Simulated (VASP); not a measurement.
Here is a VASP 6.6.1 calculation.

File INCAR:

```
ALGO = Normal
EDIFF = 1E-7
ENCUT = 520
GGA = PS
ISIF = 2
ISMEAR = 0
LASPH = T
LCHARG = T
LELF = T
LREAL = F
LVHAR = T
LWAVE = F
NBANDS = 14
NELM = 80
PREC = Accurate
SIGMA = 0.15
```

The input KPOINTS:

```
k-points
0
Gamma
  21 21 12
```

Contents of POSCAR:

```
TiAl
1.0
    2.7287456384      0.0000000000      0.0000000000
   -1.3643728192      2.3631630433      0.0000000000
    0.0000000000      0.0000000000      4.4264757762
Ti Al
1 1
Direct
    0.0000000000      0.0000000000      0.0000000000
    0.3333333333      0.6666666667      0.5000000000
```

Potentials or basis: VASP PAW PBE potentials, release 64 (Ti_sv, Al).

Launch:

```console
$ cat potpaw_PBE.64/Ti_sv/POTCAR potpaw_PBE.64/Al/POTCAR > POTCAR
$ mpirun -np 1 vasp_std > vasp.out
```

Question: What does it give for the band gap on the k mesh?

Answer: Zero (an odd number of electrons rules out a gap without spin polarisation).

Question: Predict the pressure.

Answer: 18.2 GPa.

Stress tensor (GPa, compression positive):
```
17.00  0.00  0.00
 0.00 17.00  0.00
 0.00  0.00 20.62
```

Caveat: the cell stands under pressure; the PAW data sets were made with another functional, which shifts forces and pressure a little.
